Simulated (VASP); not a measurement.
# K (Im-3m) in VASP: notebook, part 2 of 2

VASP 6.6.1. The steps go on from the part before.

## Step 4: Single point, PBE (73.93 Å³/atom)

This run uses another cell than the first one, of 73.93 Å³/atom.

INCAR

```
PREC = Accurate
ENCUT = 520
EDIFF = 1E-6
ISMEAR = -1
SIGMA = 0.08
LREAL = False
LASPH = True
NELM = 80
ALGO = Normal
ISIF = 2
LWAVE = False
LCHARG = False
GGA = PE
NBANDS = 10
```

KPOINTS

```
regular mesh
0
Gamma
  10 10 10
```

POSCAR

```
K
1.0
   -2.6439224779      2.6439224779      2.6439224779
    2.6439224779     -2.6439224779      2.6439224779
    2.6439224779      2.6439224779     -2.6439224779
K
1
Direct
    0.0000000000      0.0000000000      0.0000000000
```

Potentials or basis: VASP PAW PBE potentials, release 64 (K_sv).

Run with:

```sh
cat potpaw_PBE.64/K_sv/POTCAR > POTCAR
mpirun -np 1 vasp_std > vasp.out
```

OUTCAR:

```text
PREC = Accurate
   ENCUT = 520
   EDIFF = 1E-6
   ISMEAR = -1
   LREAL = False
   LASPH = True
   NELM = 80
   ISIF = 2
   GGA = PE

 ion  position               nearest neighbor table
   1  0.000  0.000  0.000-

  LATTYP: Found a body centered cubic cell.
 ALAT       =     5.2878449558

  Lattice vectors:

 A1 = (  -2.6439224779,   2.6439224779,   2.6439224779)
 A2 = (   2.6439224779,  -2.6439224779,   2.6439224779)
 A3 = (   2.6439224779,   2.6439224779,  -2.6439224779)

Analysis of symmetry for initial positions (statically):
=====================================================================
 Subroutine PRICEL returns:
 Original cell was already a primitive cell.

 Routine SETGRP: Setting up the symmetry group for a
 body centered cubic supercell.

 Subroutine GETGRP returns: Found 48 space group operations
 (whereof 48 operations were pure point group operations)
 out of a pool of 48 trial point group operations.

The static configuration has the point symmetry O_h .

Analysis of symmetry for dynamics (positions and initial velocities):
=====================================================================
 Subroutine PRICEL returns:
 Original cell was already a primitive cell.

 Routine SETGRP: Setting up the symmetry group for a
 body centered cubic supercell.

 Subroutine GETGRP returns: Found 48 space group operations
 (whereof 48 operations were pure point group operations)
 out of a pool of 48 trial point group operations.

The dynamic configuration has the point symmetry O_h .

 Subroutine INISYM returns: Found 48 space group operations
 (whereof 48 operations are pure point group operations),
 and found     1 'primitive' translations

----------------------------------------------------------------------------------------

                                     Primitive cell
[... 111 lines left out ...]
  Fermi-wavevector in a.u.,A,eV,Ry     =   0.811373  1.533272  8.957060  0.658325
  Thomas-Fermi vector in A             =   1.920720
   LORBIT       =      0    0 simple, 1 ext, 2 COOP (PROOUT), +10 PAW based schemes
   GGA     = PE    functional components
   LHFCALC =     F    Hartree Fock is set to
   AEXX    =    0.0000 exact exchange contribution
   IVDW    =     0    specifies the selected vdW correction
   LEPSILON=     F    determine dielectric tensor
   LRPA    =     F    only Hartree local field effects (RPA)
 non-spin polarized calculation
  energy-cutoff  :      520.00
  volume of cell :       73.93
 maximum number of plane-waves:      2014
 NGX is ok and might be reduce to    36
   NGX = 17   NGY = 17   NGZ = 17

 number of electron       9.0000002 magnetization

 Free energy of the ion-electron system (eV)
  ---------------------------------------------------
  ext. energy  EPLUGINS =         0.00000000
  ---------------------------------------------------
  free energy    TOTEN  =        -1.05417021 eV

  energy without entropy =       -1.03588403  energy(sigma->0) =       -1.04502712

 E-fermi :  -0.1310     XC(G=0):  -5.6389

 val. band max:       -0.1400124698   @ k =   0.3000   0.2000   0.0000
 cond. band min:      -0.0452413551   @ k =  -0.4000   0.4000   0.2000
 fundamental gap:      0.0947711147
 Fermi energy:        -0.1310472257

 k-point     1 :       0.0000    0.0000    0.0000
  band No.  band energies     occupation
      1     -32.2660      2.00000
      2     -15.7159      2.00000
      3     -15.7159      2.00000
      4     -15.7159      2.00000
      5      -2.2801      2.00000
      6       4.1581      0.00000
      7       4.1581      0.00000
      8       4.1581      0.00000
      9       5.0643      0.00000
     10       5.0643      0.00000
[... 287 lines left out ...]
 k-point    24 :      -0.3000    0.3000    0.1000
  band No.  band energies     occupation
      1     -32.2630      2.00000
      2     -15.7586      2.00000
      3     -15.7330      2.00000
      4     -15.7209      2.00000
      5      -1.1001      1.99999
      6       2.3872      0.00000
      7       3.3398      0.00000
      8       4.2211      0.00000
      9       5.0227      0.00000
     10       5.4381      0.00000

 [... further k-points ...]

------------------------ aborting loop because EDIFF is reached ----------------------------------------

  FORCE on cell =-STRESS in cart. coord.  units (eV):
  Direction    XX          YY          ZZ          XY          YZ          ZX
  --------------------------------------------------------------------------------------
  -------------------------------------------------------------------------------------
  Total       -0.0034950     -0.0034950     -0.0034950     -0.0000000      0.0000000      0.0000000
  in kB       -0.0757441     -0.0757441     -0.0757441     -0.0000000      0.0000000      0.0000000
  external PRESSURE =      -0.0757441 kB  Pullay stress =       0.0000000 kB

 VOLUME and BASIS-vectors are now :
 -----------------------------------------------------------------------------
  energy-cutoff  :      520.00
  volume of cell :       73.93
      direct lattice vectors                 reciprocal lattice vectors
    -2.643922478  2.643922478  2.643922478     0.000000000  0.189112958  0.189112958
     2.643922478 -2.643922478  2.643922478     0.189112958  0.000000000  0.189112958
     2.643922478  2.643922478 -2.643922478     0.189112958  0.189112958  0.000000000

 POSITION                                       TOTAL-FORCE (eV/Angst)
 -----------------------------------------------------------------------------------
      0.00000      0.00000      0.00000         0.000000     -0.000000     -0.000000
 -----------------------------------------------------------------------------------
    total drift:                               -0.000000      0.000000      0.000000

  FREE ENERGIE OF THE ION-ELECTRON SYSTEM (eV)
  ---------------------------------------------------
  free  energy   TOTEN  =        -1.0541702140 eV

  energy  without entropy=       -1.0358840281  energy(sigma->0) =       -1.04502712
```

stdout:

```text
POSCAR found type information on POSCAR K
 POSCAR found :  1 types and       1 ions
 scaLAPACK will be used
 LDA part: xc-table for (Slater+PW92), standard interpolation
 POSCAR, INCAR and KPOINTS ok, starting setup
 FFT: planning ... GRIDC
 FFT: planning ... GRID_SOFT
 FFT: planning ... GRID
 WAVECAR not read
 entering main loop
```

Run time: 19 s. Hardware: 1 thread of Intel Xeon Platinum 8488C (Sapphire Rapids), shared host; peak memory 0.2 GiB.

Results:

```yaml
Free_energy: -1.0542 eV
Pressure: 0.0 GPa
Band_gap_on_the_k_mesh: zero (an odd number of electrons rules out a gap without spin polarisation)
```

Levels at points of the mesh, in eV from the Fermi level:
```
           k point  band 1  band 2  band 3  band 4  band 5  band 6  band 7  band 8  band 9  band 10
(0.00, 0.00, 0.00)  -32.13  -15.58  -15.58  -15.58   -2.15    4.29    4.29    4.29    5.20     5.20
(0.50, 0.00, 0.00)  -32.13  -15.65  -15.61  -15.58    0.45    0.69    3.16    4.85    5.72     5.92
(0.50, 0.50, 0.50)  -32.13  -15.63  -15.63  -15.63    1.68    1.68    3.46    3.46    3.46     5.48
```

## Step 5: Summary

```csv
cell,gap on the mesh (eV),pressure (GPa)
"a = 4.443 Å, angles 109.5°, 1 atom",none,0.4
"a = 4.489 Å, angles 109.5°, 1 atom",none,0.2
"a = 4.579 Å, angles 109.5°, 1 atom",none,0.0
```

Alike in all rows: task single point; level PBE; potentials or basis VASP PAW PBE potentials, release 64 (K_sv); no spin polarisation; k mesh 10 × 10 × 10; cutoff (eV) 520; smearing fermi-dirac 0.08 eV.

Absolute energies hang on the potentials; compare differences alone.

The gap in the log of VASP goes by the Fermi energy; the results here count the filled bands.